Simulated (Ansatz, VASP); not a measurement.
# Two plane-wave programs on Al2InSb3

```
Al In Sb
1.0
     4.48062    0.00000    0.00000
    -2.24031    3.88033    0.00000
     0.00000    0.00000   22.17424
Al In Sb
4 2 6
Direct
  0.00000 0.00000 0.50011
  0.66667 0.33333 0.99973
  0.66667 0.33333 0.33841
  0.66667 0.33333 0.66143
  0.00000 0.00000 0.17038
  0.00000 0.00000 0.83195
  0.00000 0.00000 0.29961
  0.00000 0.00000 0.62233
  0.00000 0.00000 0.96119
  0.66667 0.33333 0.12138
  0.66667 0.33333 0.46071
  0.66667 0.33333 0.78297
```

Alike in both runs: task single point; functional PBE; k mesh 6 × 6 × 1; occupations gaussian, width 0.1 eV; no spin polarisation.

```csv
,VASP,Ansatz
version,VASP 6.6.1,Ansatz 0.2.0
potentials or method,"VASP PAW PBE potentials, release 64 (Al, In_d, Sb), cutoff 520 eV","scalar-relativistic, plane waves, PAW"
valence electrons in the cell,68,128
```

Ansatz gave:

```
gap on the k mesh at the Fermi level (eV) : 0.42
least direct gap on the mesh (eV)         : 0.42
pressure (GPa)                            : 0.0
rms of the force components (eV/Å)        : 0.004
```

Task: Which values does VASP return?

Result: gap on the k mesh at the Fermi level (eV): 0.42; least direct gap on the mesh (eV): 0.42; pressure (GPa): 0.1; rms of the force components (eV/Å): 0.005.

Atom by atom the forces differ by 0.006 eV/Å (rms over components). With one functional, cell and mesh, what is left measures potentials, basis and numerics. VASP's potentials hold 68 valence electrons a cell and Ansatz's 128, so a difference there can come from the potentials and not from the codes.

Spin-orbit coupling is off throughout.
